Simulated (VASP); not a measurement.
Crystal: BAs.

```
CELL_PARAMETERS angstrom
0.00000 2.38850 2.38850
2.38850 0.00000 2.38850
2.38850 2.38850 0.00000
ATOMIC_POSITIONS crystal
As 0.75000 0.75000 0.75000
B 0.00000 0.00000 0.00000
```

Base run:

| Quantity | Value |
| --- | --- |
| Program | VASP 6.6.1 |
| Functional | PBE0 |
| Potentials or basis | VASP PAW PBE potentials, release 64 (As, B) |
| Cutoff | 520 eV |
| k mesh | 6 × 6 × 6 |
| Occupations | fermi-dirac, width 0.05 eV |
| Spin | no spin polarisation |

Its results: band gap on the k mesh 2.65 eV (least direct gap 4.82 eV); pressure -0.7 GPa.

Q: After a change of settings the same cell gave: band gap on the k mesh 2.58 eV (least direct gap 4.85 eV); pressure -0.6 GPa. Which change was it?
A. k mesh from 6 × 6 × 6 to 5 × 5 × 5
B. functional from PBE0 to PBE-based screened hybrid with 25 % exact exchange; cutoff from 520 eV to 420 eV; further incar settings from ALGO = Normal; EDIFF = 1e-07; NBANDS = 11 to ALGO = Normal; EDIFF = 1e-06; NBANDS = 11
C. functional from PBE0 to PBE-based global hybrid with 10 % exact exchange; share of exact exchange from 0.25 to 0.1
D. functional from PBE0 to HSE06; further incar settings from ALGO = Normal; EDIFF = 1e-07; NBANDS = 11 to ALGO = Normal; EDIFF = 1e-06; NBANDS = 11

A: A.

Caveats: some runs use coarse meshes; the PAW data sets were made with another functional, which shifts forces and pressure a little; an odd mesh through Γ misses points on the zone boundary, where band edges can lie (at least some runs).
